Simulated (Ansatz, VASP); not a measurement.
**BaF2: VASP beside Ansatz**

INCAR

```
SYSTEM = BaF2
PREC = Accurate ; ENCUT = 600
EDIFF = 1E-6 ; ISMEAR = -1
SIGMA = 0.01 ; LREAL = .FALSE.
LASPH = .TRUE. ; NELM = 120
ALGO = Normal ; ISIF = 2
LWAVE = .FALSE. ; LCHARG = .FALSE.
GGA = CA ; NBANDS = 19
GGA_COMPAT = .FALSE.
```

The input KPOINTS:

```
Automatic mesh
0
G
  8 8 8
  0 0 0
```

POSCAR

```
BaF2
1.0
    0.0310005000      3.1155502500      3.1155502500
    3.1155502500      0.0310005000      3.1155502500
    3.1155502500      3.1155502500      0.0310005000
Ba F
1 2
Direct
    0.0000000000      0.0000000000      0.0000000000
    0.2500000000      0.2500000000      0.2500000000
    0.7500000000      0.7500000000      0.7500000000
```

Input for Ansatz:

```yaml
crystal:
  lattice:
    - [0.0310005, 3.11555025, 3.11555025]
    - [3.11555025, 0.0310005, 3.11555025]
    - [3.11555025, 3.11555025, 0.0310005]
  atoms:
    - { symbol: Ba, position: [0.0, 0.0, 0.0] }
    - { symbol: F, position: [0.25, 0.25, 0.25] }
    - { symbol: F, position: [0.75, 0.75, 0.75] }
kpoints:
  mp_grid: { grid: [8, 8, 8] }
  band_path:
    path:
      - [0.0, 0.0, 0.0]
      - [0.5, 0.5, 0.5]
      - [0.247543133, 0.5, 0.752456867]
      - [-0.247543133, 0.247543133, 0.5]
      - [0.0, 0.0, 0.5]
      - [0.0, 0.0, 0.0]
      - [-0.3737715665, 0.0, 0.3737715665]
      - [0.0, 0.3737715665, 0.6262284335]
      - [0.0, 0.5, 0.5]
    npoints: 5
scf:
  occupations: { method: fermi_dirac, width: 0.01 }
hamiltonian:
  xc: lda
  pseudopotentials: { kind: all_electron, lapw: { basis_error: 0.001 } }
output:
  forces: true
  stress: true
  eigenvalues: true
```

Change from the starting cell: equal xy, yz and zx shear strains of +1 %.

Alike in both runs: task single point; functional LDA; k mesh 8 × 8 × 8; occupations fermi-dirac, width 0.01 eV; no spin polarisation.

```csv
,VASP,Ansatz
version,VASP 6.6.1,Ansatz 0.2.0
potentials or method,"VASP PAW LDA potentials, release 64 (Ba_sv, F), cutoff 600 eV","all-electron LAPW, scalar-relativistic"
```

```tsv
	VASP	Ansatz	Ansatz less VASP
gap on the k mesh at the Fermi level (eV)	6.39	6.44	+0.056
pressure (GPa)	-3.4	-4.5	-1.09
traceless stress, the component that is largest in VASP (GPa)	-0.33	-0.28	+0.054
rms of the force components (eV/Å)	0.018	0.012	-0.0063
```

LDA's correlation is that of Perdew and Zunger in VASP and of Perdew and Wang (1992) in Ansatz. Atom by atom the forces differ by 0.006 eV/Å (rms over components). Ansatz ran all-electron here, and VASP with PAW potentials.

Spin-orbit coupling is off throughout.
